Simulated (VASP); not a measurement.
## Mn: single point with PBE

Crystal: Mn.

```xyz
2
Lattice="2.4836 0.0000 0.0000 -1.2418 2.1509 0.0000 0.0000 0.0000 4.0262" Properties=species:S:1:pos:R:3 pbc="T T T"
Mn    0.0000    1.4339    1.0065
Mn    1.2418    0.7170    3.0196
```

This isn't the form of Mn at room conditions, which is a 58-atom cubic cell.

- Program: VASP 6.6.1
- Task: single point
- Functional: PBE
- Potentials or basis: VASP PAW PBE potentials, release 64 (Mn_pv)
- Cutoff: 520 eV
- k mesh: 12 × 12 × 7
- Occupations: gaussian, width 0.02 eV
- Spin: collinear spin, ferromagnetic start
- Starting moments: [4.0, 4.0] μB

```json
{
  "Pressure": "-1.4 GPa",
  "Band gap on the k mesh": "zero (filled and empty bands overlap)",
  "Net moment": "0.00 μB per cell",
  "Valence electrons inside the program's atomic spheres": "Mn 11.98"
}
```

Stress tensor (GPa, compression positive):
```
-1.32  0.00  0.00
 0.00 -1.32  0.00
 0.00  0.00 -1.47
```

Levels at points of the mesh, in eV from the Fermi level:
Spin up:
```csv
k point,band 11,band 12,band 13,band 14,band 15,band 16
"(0.00, 0.00, 0.00)",-0.94,-0.48,-0.48,0.05,0.05,0.71
"(0.50, 0.00, 0.00)",-1.15,-0.94,-0.43,1.81,1.94,2.02
```
Spin down:
| k point | band 9 | band 10 | band 11 | band 12 | band 13 | band 14 | band 15 | band 16 | band 17 | band 18 |
| --- | --- | --- | --- | --- | --- | --- | --- | --- | --- | --- |
| (0.00, 0.00, 0.00) | -0.98 | -0.94 | -0.94 | -0.48 | -0.48 | 0.05 | 0.05 | 0.71 | 1.60 | 1.60 |
| (0.50, 0.00, 0.00) | -3.67 | -1.34 | -1.15 | -0.94 | -0.43 | 1.81 | 1.94 | 2.02 | 3.57 | 5.68 |

Run time: 83 s on 1 thread of Intel Xeon 8259CL (shared host), peak memory 0.18 GiB.

Caveat: the moments typed at the start vanished in this run.
